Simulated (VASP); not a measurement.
Here is a VASP 6.6.1 calculation.

File INCAR:

```
ALGO = Normal
EDIFF = 1E-6
ENCUT = 520
GGA = PE
ISIF = 2
ISMEAR = 0
LASPH = True
LCHARG = False
LREAL = False
LWAVE = False
NBANDS = 15
NELM = 80
PREC = Accurate
SIGMA = 0.05
```

The input KPOINTS:

```
k-points
0
Gamma
  8 8 8
```

POSCAR

```
KF
1.0
    0.0000000000      2.7105354767      2.6088903963
    2.5207979933      0.0000000000      2.6088903963
    2.5207979933      2.7105354767      0.0000000000
K F
1 1
Direct
    0.0000000000      0.0000000000      0.0000000000
    0.5000000000      0.5000000000      0.5000000000
```

Potentials or basis: VASP PAW PBE potentials, release 64 (K_sv, F).

Run with:

```sh
$ cat potpaw_PBE.64/K_sv/POTCAR potpaw_PBE.64/F/POTCAR > POTCAR
$ mpirun -np 1 vasp_std > vasp.out
```

What does it give for the band gap on the k mesh?

6.43 eV, direct.

Estimate the pressure.

4.7 GPa.

Stress tensor (GPa, compression positive):
```
7.99 0.00 0.00
0.00 1.75 0.00
0.00 0.00 4.49
```

Caveat: the cell differs from its parent crystal (normal strain along x -0.0700, normal strain along z -0.0375). A k mesh can miss the band edges.
